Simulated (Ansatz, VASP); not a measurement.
## Two plane-wave programs on Ti

```xyz
1
Lattice="2.4156 0.0000 0.0000 0.0000 2.4156 0.0000 0.0000 0.0000 2.4156" Properties=species:S:1:pos:R:3 pbc="T T T"
Ti    0.0000    0.0000    0.0000
```

Change from the starting cell: volume scaled by 0.85, PAW files.

Alike in both runs: task single point; functional LDA; k mesh 15 × 15 × 15; occupations fermi-dirac, width 0.05 eV; no spin polarisation.

|  | VASP | Ansatz |
| --- | --- | --- |
| version | VASP 6.6.1 | Ansatz 0.2.0 |
| potentials or method | VASP PAW LDA potentials, release 64 (Ti_sv) | PAW with Ansatz's default frozen-core files, scalar-relativistic |
| plane-wave cutoff (eV) | 520 | 420 |
| valence electrons in the cell | 12 | 12 |

|  | VASP | Ansatz | Ansatz less VASP |
| --- | --- | --- | --- |
| pressure (GPa) | 20.1 | 19.9 | -0.21 |

LDA's correlation is that of Perdew and Zunger in VASP and of Perdew and Wang (1992) in Ansatz.
